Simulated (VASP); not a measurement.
Here is a VASP 6.6.1 calculation.

Contents of INCAR:

```
ALGO = Normal
EDIFF = 1E-6
ENCUT = 520
GGA = PE
ISIF = 2
ISMEAR = 0
LASPH = T
LCHARG = T
LELF = T
LREAL = F
LVHAR = T
LWAVE = F
NBANDS = 24
NELM = 80
PREC = Accurate
SIGMA = 0.01
```

KPOINTS

```
k-points
0
Gamma
  6 6 4
```

The input POSCAR:

```
KI
1.0
    6.0394505649      0.0000000000      0.0000000000
   -3.0197252825      5.2303176141      0.0000000000
    0.0000000000      0.0000000000      7.0391244471
K I
2 2
Direct
    0.3333333333      0.6666666667     -0.0625000000
    0.6666666667      0.3333333333      0.4375000000
    0.3333333333      0.6666666667      0.4375000000
    0.6666666667      0.3333333333      0.9375000000
```

Potentials or basis: VASP PAW PBE potentials, release 64 (K_sv, I).

Run with:

```bash
$ cat potpaw_PBE.64/K_sv/POTCAR potpaw_PBE.64/I/POTCAR > POTCAR
$ mpirun -np 1 vasp_std > vasp.out
```

(1) Estimate the band gap on the k mesh.

(2) Estimate the pressure.

## Answers

(1) 3.79 eV.

(2) 0.3 GPa.

Caveat: spin-orbit coupling is left out, which moves the levels of the heavy elements.
